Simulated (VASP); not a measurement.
# CaHg2Ru2 (P-3m1) in VASP: single point with PBE

Aim: the single point of CaHg2Ru2 with PBE.

All numbers are computed with VASP 6.6.1; they aren't measurements. Logs are shortened: lines on timing, memory, paths and dates and some standing lists are left out, and cuts for length are marked.

### Step 1. The cell of the first run

Symmetry: P-3m1, No. 164, trigonal system. Conventional cell: a = 4.710 Å, b = 4.710 Å, c = 5.492 Å, α = 90.00°, β = 90.00°, γ = 120.00°. Ru (site symmetry 3m) has 5 Hg at 2.70 to 3.13 Å and 3 Ca at 2.78 Å and 3 Ru at 2.95 Å within 3.6 Å. Within 3.7 Å of Ca (site symmetry -3m) lie 6 Ru at 2.78 Å and 6 Hg at 3.45 Å. Hg (site symmetry 3m) has 5 Ru at 2.70 to 3.13 Å and 3 Hg at 2.99 Å and 3 Ca at 3.45 Å within 3.6 Å.

### Step 2. Single point, PBE

INCAR reads:

```
PREC     = Accurate       # precision mode
ENCUT    = 520            # plane-wave cutoff, eV
EDIFF    = 1E-6           # SCF threshold, eV
ISMEAR   = -1             # smearing method
SIGMA    = 0.1            # smearing width, eV
LREAL    = F              # projectors in reciprocal space
LASPH    = T              # aspherical terms in the spheres
NELM     = 60             # most SCF steps
ALGO     = Normal         # electronic algorithm
ISIF     = 2              # what is computed and relaxed
LWAVE    = F              # write WAVECAR
LCHARG   = F              # write CHGCAR
GGA      = PE             # functional
NBANDS   = 39             # bands
```

KPOINTS reads:

```
regular mesh
0
Gamma
  8 8 5
```

POSCAR reads:

```
CaHg2Ru2
1.0
    4.7095938825     -0.0000003165      0.0000000000
   -2.3547966672      4.0786281021      0.0000000000
    0.0000000000      0.0000000000      5.4921181731
Ru Ca Hg
2 1 2
Direct
    0.3333333333      0.6666666667      0.1039620582
    0.6666666667      0.3333333333      0.8960379418
    0.0000000000      0.0000000000      0.0000000000
    0.3333333333      0.6666666667      0.6129935692
    0.6666666667      0.3333333333      0.3870064308
```

Potentials or basis: VASP PAW PBE potentials, release 64 (Ru_pv, Ca_sv, Hg).

The run is started by

```sh
cat potpaw_PBE.64/Ru_pv/POTCAR potpaw_PBE.64/Ca_sv/POTCAR potpaw_PBE.64/Hg/POTCAR > POTCAR
mpirun -np 1 vasp_std > vasp.out
```

OUTCAR:

```text
PREC = Accurate
   ENCUT = 520
   EDIFF = 1E-6
   ISMEAR = -1
   LREAL = F
   LASPH = T
   NELM = 60
   ISIF = 2
   GGA = PE

 ion  position               nearest neighbor table
   1  0.333  0.667  0.104-   4 2.70   3 2.78   3 2.78   3 2.78   4 2.80   2 2.95   2 2.95   2 2.95
                             5 3.13   5 3.13   5 3.13
   2  0.667  0.333  0.896-   5 2.70   3 2.78   3 2.78   3 2.78   5 2.80   1 2.95   1 2.95   1 2.95
                             4 3.13   4 3.13   4 3.13
   3  0.000  0.000  0.000-   1 2.78   2 2.78   2 2.78   1 2.78   2 2.78   1 2.78   4 3.45   5 3.45
                             5 3.45   4 3.45   4 3.45   5 3.45
   4  0.333  0.667  0.613-   1 2.70   1 2.80   5 2.99   5 2.99   5 2.99   2 3.13   2 3.13   2 3.13
                             3 3.45   3 3.45   3 3.45
   5  0.667  0.333  0.387-   2 2.70   2 2.80   4 2.99   4 2.99   4 2.99   1 3.13   1 3.13   1 3.13
                             3 3.45   3 3.45   3 3.45

  LATTYP: Found a hexagonal cell.
 ALAT       =     4.7095938825
 C/A-ratio  =     1.1661553650

  Lattice vectors:

 A1 = (   4.7095938825,  -0.0000003165,   0.0000000000)
 A2 = (  -2.3547966672,   4.0786281021,   0.0000000000)
 A3 = (   0.0000000000,   0.0000000000,   5.4921181731)

Analysis of symmetry for initial positions (statically):
=====================================================================
 Subroutine PRICEL returns:
 Original cell was already a primitive cell.

 Routine SETGRP: Setting up the symmetry group for a
 hexagonal supercell.

 Subroutine GETGRP returns: Found 12 space group operations
 (whereof 12 operations were pure point group operations)
 out of a pool of 24 trial point group operations.

The static configuration has the point symmetry D_3d.

Analysis of symmetry for dynamics (positions and initial velocities):
=====================================================================
 Subroutine PRICEL returns:
 Original cell was already a primitive cell.

 Routine SETGRP: Setting up the symmetry group for a
 hexagonal supercell.

 Subroutine GETGRP returns: Found 12 space group operations
 (whereof 12 operations were pure point group operations)
 out of a pool of 24 trial point group operations.

The dynamic configuration has the point symmetry D_3d.

 Subroutine INISYM returns: Found 12 space group operations
 (whereof 12 operations are pure point group operations),
[... 101 lines left out ...]
   NELM   =     60;   NELMIN=  2; NELMDL= -5     # of ELM steps
   EDIFF  = 0.1E-05   stopping-criterion for ELM
   LREAL  =      F    real-space projection
   EDIFFG = 0.1E-04   stopping-criterion for IOM
   NSW    =      0    number of steps for IOM
   IBRION =     -1    ionic relax: 0-MD 1-quasi-New 2-CG
   NFREE  =      0    steps in history (QN), initial steepest desc. (CG)
   ISIF   =      2    stress and relaxation
   ISYM   =      2    0-nonsym 1-usesym 2-fastsym
   POTIM  = 0.5000    time-step for ionic-motion
   TEBEG  =    0.0;   TEEND  =   0.0 temperature during run
   PSTRESS=    0.0 pullay stress
   NELECT =      62.0000    total number of electrons
   NUPDOWN=      -1.0000    fix difference up-down
   EMIN   =  10.00;   EMAX   =-10.00  energy-range for DOS
   EFERMI =   0.00;   METHOD = LEGACY
   ISMEAR =    -1;   SIGMA  =   0.10  broadening in eV -4-tet -1-fermi 0-gaus
   EFERMI_NEDOS =   21; number of points for ismear=-14 and -15
   IALGO  =     38    algorithm
   IMIX   =      4    mixing-type and parameters
     AMIX     =   0.40;   BMIX     =  1.00
     AMIX_MAG =   1.60;   BMIX_MAG =  1.00
  volume/ion in A,a.u.               =      21.10       142.38
  Fermi-wavevector in a.u.,A,eV,Ry     =   1.371280  2.591344 25.584529  1.880410
  Thomas-Fermi vector in A             =   2.496991
   LORBIT       =      0    0 simple, 1 ext, 2 COOP (PROOUT), +10 PAW based schemes
   GGA     = PE    functional components
   LHFCALC =     F    Hartree Fock is set to
   AEXX    =    0.0000 exact exchange contribution
   IVDW    =     0    specifies the selected vdW correction
   LEPSILON=     F    determine dielectric tensor
   LRPA    =     F    only Hartree local field effects (RPA)
 non-spin polarized calculation
  energy-cutoff  :      520.00
  volume of cell :      105.50
 maximum number of plane-waves:      2860
 NGX is ok and might be reduce to    36
   NGX = 17   NGY = 17   NGZ = 21

 number of electron      62.0000007 magnetization

 Free energy of the ion-electron system (eV)
  ---------------------------------------------------
  ext. energy  EPLUGINS =         0.00000000
  ---------------------------------------------------
  free energy    TOTEN  =       -18.32968672 eV

  energy without entropy =      -18.11841375  energy(sigma->0) =      -18.22405024

 E-fermi :   4.8757     XC(G=0): -11.0265

 val. band max:        4.8753881102   @ k =   0.1250   0.0000   0.4000
 cond. band min:       4.8871309328   @ k =   0.0000   0.0000   0.2000
 fundamental gap:      0.0117428225
 Fermi energy:         4.8756830266

 k-point     1 :       0.0000    0.0000    0.0000
  band No.  band energies     occupation
      1     -37.0109      2.00000
      2     -36.9957      2.00000
      3     -36.9957      2.00000
      4     -36.9870      2.00000
      5     -36.8759      2.00000
      6     -36.8759      2.00000
[... 997 lines left out ...]
     38       9.7177      0.00000
     39       9.9967      0.00000

 [... further k-points ...]

------------------------ aborting loop because EDIFF is reached ----------------------------------------

  FORCE on cell =-STRESS in cart. coord.  units (eV):
  Direction    XX          YY          ZZ          XY          YZ          ZX
  --------------------------------------------------------------------------------------
  -------------------------------------------------------------------------------------
  Total        0.2192928      0.2192928      0.4843585     -0.0000000      0.0000000      0.0000000
  in kB        3.3304082      3.3304082      7.3559721     -0.0000000      0.0000000      0.0000000
  external PRESSURE =       4.6722628 kB  Pullay stress =       0.0000000 kB

 VOLUME and BASIS-vectors are now :
 -----------------------------------------------------------------------------
  energy-cutoff  :      520.00
  volume of cell :      105.50
      direct lattice vectors                 reciprocal lattice vectors
     4.709593883 -0.000000317  0.000000000     0.212332542  0.122590231  0.000000000
    -2.354796667  4.078628102  0.000000000     0.000000016  0.245180491  0.000000000
     0.000000000  0.000000000  5.492118173     0.000000000  0.000000000  0.182079112

 POSITION                                       TOTAL-FORCE (eV/Angst)
 -----------------------------------------------------------------------------------
      0.00000      2.71909      0.57097        -0.000000      0.000000      0.015562
      2.35480      1.35954      4.92115         0.000000     -0.000000     -0.015562
      0.00000      0.00000      0.00000         0.000000     -0.000000      0.000000
      0.00000      2.71909      3.36663         0.000000     -0.000000     -0.017060
      2.35480      1.35954      2.12549         0.000000     -0.000000      0.017060
 -----------------------------------------------------------------------------------
    total drift:                               -0.000000      0.000000     -0.000000

  FREE ENERGIE OF THE ION-ELECTRON SYSTEM (eV)
  ---------------------------------------------------
  free  energy   TOTEN  =       -18.3296867193 eV

  energy  without entropy=      -18.1184137546  energy(sigma->0) =      -18.22405024
```

OSZICAR:

```text
N       E                     dE             d eps       ncg     rms          rms(c)
DAV:   1     0.652201420882E+03    0.65220E+03   -0.34735E+04  3184   0.162E+03
DAV:   2     0.376746682277E+01   -0.64843E+03   -0.62764E+03  3302   0.476E+02
DAV:   3    -0.202731771094E+02   -0.24041E+02   -0.23128E+02  4140   0.942E+01
DAV:   4    -0.211120404330E+02   -0.83886E+00   -0.83474E+00  4563   0.124E+01
DAV:   5    -0.211249138365E+02   -0.12873E-01   -0.12869E-01  3869   0.160E+00    0.109E+01
DAV:   6    -0.183721277012E+02    0.27528E+01   -0.86445E+00  4139   0.243E+01    0.963E+00
DAV:   7    -0.183973359485E+02   -0.25208E-01   -0.18719E+00  3717   0.797E+00    0.392E+00
DAV:   8    -0.183756372810E+02    0.21699E-01   -0.50328E-01  3557   0.401E+00    0.317E+00
DAV:   9    -0.183295994682E+02    0.46038E-01   -0.16265E-01  3878   0.273E+00    0.438E-01
DAV:  10    -0.183294323669E+02    0.16710E-03   -0.98089E-03  3649   0.575E-01    0.143E-01
DAV:  11    -0.183296197872E+02   -0.18742E-03   -0.10547E-03  3548   0.190E-01    0.460E-02
DAV:  12    -0.183296646176E+02   -0.44830E-04   -0.97835E-05  4042   0.604E-02    0.224E-02
DAV:  13    -0.183296851040E+02   -0.20486E-04   -0.22194E-05  3232   0.211E-02    0.772E-03
DAV:  14    -0.183296866066E+02   -0.15026E-05   -0.67671E-06  3242   0.152E-02    0.197E-03
DAV:  15    -0.183296867193E+02   -0.11270E-06   -0.49685E-07  2239   0.447E-03
   1 F= -.18329687E+02 E0= -.18224050E+02  d E =-.211273E+00
```

It took 2.7 min on 1 thread of Intel Xeon Platinum 8488C (Sapphire Rapids), shared host; peak memory 0.32 GiB.

What came out:

- Free energy: -18.3297 eV
- Pressure: 0.5 GPa
- Largest force: 0.017 eV/Å
- Band gap on the k mesh: zero (bands 31 and 32 overlap by 0.26 eV)

Forces in eV/Å, atoms in the order of the input:
```
Ru   0.000  0.000  0.016
Ru   0.000  0.000 -0.016
Ca   0.000  0.000  0.000
Hg   0.000  0.000 -0.017
Hg   0.000  0.000  0.017
```

Levels at points of the mesh, in eV from the Fermi level:
| k point | band 28 | band 29 | band 30 | band 31 | band 32 | band 33 | band 34 | band 35 |
| --- | --- | --- | --- | --- | --- | --- | --- | --- |
| (0.00, 0.00, 0.00) | -0.24 | -0.24 | 0.06 | 0.06 | 1.44 | 1.95 | 2.01 | 2.01 |
| (0.50, 0.00, 0.00) | -0.70 | -0.55 | -0.40 | -0.32 | 0.40 | 0.92 | 0.93 | 2.09 |

Caveat: spin-orbit coupling is left out, which moves the levels of the heavy elements.
